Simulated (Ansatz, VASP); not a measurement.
One calculation of CdF2, two programs

```xyz
3
Lattice="0.0000 2.6132 2.6940 2.6132 0.0000 2.6940 2.6132 2.6132 0.0000" Properties=species:S:1:pos:R:3 pbc="T T T"
Cd    0.0000    0.0000    0.0000
F     1.3066    1.3066    1.3470
F     3.9198    3.9198    4.0410
```

Change from the starting cell: strain -0.030 along x and y, +0.000 along z, atoms carried along.

Alike in both runs: task single point; functional r2SCAN; k mesh 8 × 8 × 8; occupations gaussian, width 0.05 eV; no spin polarisation.

|  | VASP | Ansatz |
| --- | --- | --- |
| version | VASP 6.6.1 | Ansatz 0.2.0 |
| potentials or method | VASP PAW PBE potentials, release 64 (Cd_sv_GW, F), cutoff 770 eV | scalar-relativistic, plane waves, PAW |
| valence electrons in the cell | 34 | 34 |

Ansatz gave:

```
gap on the k mesh at the Fermi level (eV)                     : 3.99
least direct gap on the mesh (eV)                             : 4.37
pressure (GPa)                                                : 8.0
traceless stress, the component that is largest in VASP (GPa) : -2.44
```

**Question.** Which values does VASP return?

**Answer.** gap on the k mesh at the Fermi level (eV): 3.98; least direct gap on the mesh (eV): 4.37; pressure (GPa): 7.5; traceless stress, the component that is largest in VASP (GPa): -2.46.

VASP's potentials were made for PBE, not for r2SCAN.
